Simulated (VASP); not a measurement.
Input of a VASP 6.6.1 run:

INCAR

```
PREC = Accurate ; ENCUT = 520
EDIFF = 1E-6 ; ISMEAR = 0
SIGMA = 0.02 ; LREAL = False
LASPH = True ; NELM = 100
ALGO = Normal ; ISIF = 2
LWAVE = False ; LCHARG = False
GGA = PE ; NBANDS = 15
```

The input KPOINTS:

```
Automatic mesh
0
Gamma
  8 8 8
```

File POSCAR:

```
CaO
1.0
    0.0000000000      2.4150559802      2.4150559802
    2.4150559802      0.0000000000      2.4150559802
    2.4150559802      2.4150559802      0.0000000000
Ca O
1 1
Direct
    0.0000000000      0.0000000000      0.0000000000
    0.5000000000      0.5000000000      0.5000000000
```

Potentials or basis: VASP PAW PBE potentials, release 64 (Ca_sv, O).

The run is started by

```bash
$ cat potpaw_PBE.64/Ca_sv/POTCAR potpaw_PBE.64/O/POTCAR > POTCAR
$ mpirun -np 1 vasp_std > vasp.out
```

(1) Predict the pressure.

(2) What does it give for the band gap on the k mesh?

Results:

(1) 0.6 GPa.

(2) 3.64 eV (least direct gap 4.02 eV).
